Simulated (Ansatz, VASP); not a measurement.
## Two plane-wave programs on AlRu

```xyz
2
Lattice="2.9826 0.0000 0.0000 0.0000 2.9826 0.0000 0.0000 0.0000 2.9826" Properties=species:S:1:pos:R:3 pbc="T T T"
Al    0.0000    0.0000    0.0000
Ru    1.4913    1.4913    1.5663
```

Change from the starting cell: all Ru atoms moved +0.075 Å, as atom 2 along Cartesian [0 0 1].

Alike in both runs: task single point; functional r2SCAN; k mesh 20 × 20 × 20; occupations gaussian, width 0.15 eV; no spin polarisation.

```csv
,VASP,Ansatz
version,VASP 6.6.1,Ansatz 0.2.0
potentials or method,"VASP PAW PBE potentials, release 64 (Al, Ru_pv), cutoff 520 eV","scalar-relativistic, plane waves, PAW"
valence electrons in the cell,17,19
```

```csv
,VASP,Ansatz,Ansatz less VASP
gap on the k mesh at the Fermi level (eV),none,none,-
pressure (GPa),0.6,0.4,-0.15
"traceless stress, the component that is largest in VASP (GPa)",-0.32,-0.31,+0.007
rms of the force components (eV/Å),0.358,0.353,-0.0042
```

VASP's potentials were made for PBE, not for r2SCAN. Atom by atom the forces differ by 0.004 eV/Å (rms over components). A gap of «none» marks a metal or a gap that the smearing closes. With one functional, cell and mesh, what is left measures potentials, basis and numerics. VASP's potentials hold 17 valence electrons a cell and Ansatz's 19, so a difference there can come from the potentials and not from the codes.
